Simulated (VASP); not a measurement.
Write the native input for VASP 6.6.1 that does the following.

```
Task                   : single point
Functional             : PBE
Potentials or basis    : VASP PAW PBE potentials, release 64 (Hf_pv)
Cutoff                 : 520 eV
k mesh                 : 17 × 17 × 17
Occupations            : fermi-dirac, width 0.08 eV
Spin                   : no spin polarisation
Dipole correction      : no
Further INCAR settings : ALGO = Normal; EDIFF = 1e-06; NBANDS = 11
```

The structure of Hf lies in POSCAR:

```
Hf
1.0
   -1.3071247042      1.3071247042      1.3071247042
    1.3071247042     -1.3071247042      1.3071247042
    1.3071247042      1.3071247042     -1.3071247042
Hf
1
Direct
    0.0000000000      0.0000000000      0.0000000000
```

This cell differs from its parent crystal: volume scaled by 0.4.

The input as run:

INCAR

```
PREC     = Accurate       # precision mode
ENCUT    = 520            # plane-wave cutoff, eV
EDIFF    = 1E-6           # SCF threshold, eV
ISMEAR   = -1             # smearing method
SIGMA    = 0.08           # smearing width, eV
LREAL    = F              # projectors in reciprocal space
LASPH    = T              # aspherical terms in the spheres
NELM     = 80             # most SCF steps
ALGO     = Normal         # electronic algorithm
ISIF     = 2              # what is computed and relaxed
LWAVE    = F              # write WAVECAR
LCHARG   = F              # write CHGCAR
GGA      = PE             # functional
NBANDS   = 11             # bands
```

KPOINTS

```
Automatic mesh
0
Gamma
  17 17 17
```

Potentials or basis: VASP PAW PBE potentials, release 64 (Hf_pv).

The run is started by

```sh
$ cat potpaw_PBE.64/Hf_pv/POTCAR > POTCAR
$ mpirun -np 1 vasp_std > vasp.out
```

It gave:

- Pressure: 477.2 GPa
- Band gap on the k mesh: zero (band 5 reaches 15.84 eV, above the bottom of band 6 at 11.63 eV)

Caveat: spin-orbit coupling is left out, which moves the levels of the heavy elements.

It took 8.2 s on 1 thread of Intel Xeon 6975P-C (shared host), peak memory 0.13 GiB.
